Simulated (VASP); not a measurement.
**Al4Cl: single point with PBE**

Al4Cl:

```xyz
5
Lattice="-2.9561 2.9561 2.9561 2.9561 -2.9561 2.9561 2.9561 2.9561 -2.9561" Properties=species:S:1:pos:R:3 pbc="T T T"
Al    1.4780    1.4780    1.4780
Al    1.4780    1.4780   -1.4780
Al    1.4780   -1.4780    1.4780
Al   -1.4780    1.4780    1.4780
Cl    0.0000    0.0000    0.0000
```

```yaml
Program: VASP 6.6.1
Task: single point
Functional: PBE
Potentials_or_basis: VASP PAW PBE potentials, release 64 (Al, Cl)
Cutoff: 520 eV
k_mesh: 4 × 4 × 4
Occupations: gaussian, width 0.1 eV
Spin: no spin polarisation
```

* Pressure: 6.4 GPa

Levels at points of the mesh, in eV from the Fermi level:
| k point | band 7 | band 8 | band 9 | band 10 | band 11 | band 12 | band 13 | band 14 |
| --- | --- | --- | --- | --- | --- | --- | --- | --- |
| (0.00, 0.00, 0.00) | -2.38 | -2.38 | -0.83 | -0.83 | -0.83 | 1.54 | 1.54 | 2.99 |
| (0.50, 0.00, 0.00) | -3.40 | -0.86 | -0.79 | -0.13 | 0.52 | 1.66 | 1.67 | 2.43 |
| (0.50, 0.50, 0.50) | -2.19 | -2.19 | -2.19 | 0.06 | 0.56 | 0.56 | 0.56 | 3.03 |

Run time: 20 s on 1 thread of Intel Xeon 6975P-C (shared host), peak memory 0.23 GiB.

Caveat: the k points lie up to 0.38 Å⁻¹ apart; an odd number of electrons without spin polarisation forces a metal; a magnetic or distorted state may lie lower.
